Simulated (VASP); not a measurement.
Here is a VASP 6.6.1 calculation.

Contents of INCAR:

```
PREC = Accurate
ENCUT = 520
EDIFF = 1E-6
ISMEAR = 1
SIGMA = 0.1
LREAL = Auto
LASPH = T
NELM = 100
ALGO = Normal
ISIF = 2
LWAVE = F
LCHARG = F
GGA = PS
NBANDS = 110
```

File KPOINTS:

```
Automatic mesh
0
Gamma
  3 3 2
```

File POSCAR:

```
Sr3Ca5Pb8
1.0
    7.1332720000      0.0000000000      0.0000000000
    0.0000000000      7.1332720000      0.0000000000
    0.0000000000      0.0000000000      9.2550240000
Pb Ca Sr
8 5 3
Direct
    0.2500000000      0.2500000000      0.2500000000
    0.2500000000      0.2500000000      0.7500000000
    0.2500000000      0.7500000000      0.2500000000
    0.2500000000      0.7500000000      0.7500000000
    0.7500000000      0.2500000000      0.2500000000
    0.7500000000      0.2500000000      0.7500000000
    0.7500000000      0.7500000000      0.2500000000
    0.7500000000      0.7500000000      0.7500000000
    0.0000000000      0.0000000000      0.0000000000
    0.0000000000      0.5000000000      0.5000000000
    0.5000000000      0.0000000000      0.0000000000
    0.5000000000      0.0000000000      0.5000000000
    0.5000000000      0.5000000000      0.5000000000
    0.0000000000      0.0000000000      0.5000000000
    0.0000000000      0.5000000000      0.0000000000
    0.5000000000      0.5000000000      0.0000000000
```

Potentials or basis: VASP PAW PBE potentials, release 64 (Pb_d, Ca_sv, Sr_sv).

Run with:

```bash
$ cat potpaw_PBE.64/Pb_d/POTCAR potpaw_PBE.64/Ca_sv/POTCAR potpaw_PBE.64/Sr_sv/POTCAR > POTCAR
$ mpirun -np 1 vasp_std > vasp.out
```

(1) Predict the band gap on the k mesh.

(2) Predict the pressure.

(3) What does it give for the largest force?

## Answers

(1) zero (bands 96 and 97 overlap by 0.01 eV).

(2) 1.2 GPa.

(3) 0.177 eV/Å.

Caveat: the PAW data sets were made with another functional, which shifts forces and pressure a little; spin-orbit coupling is left out, which moves the levels of the heavy elements.
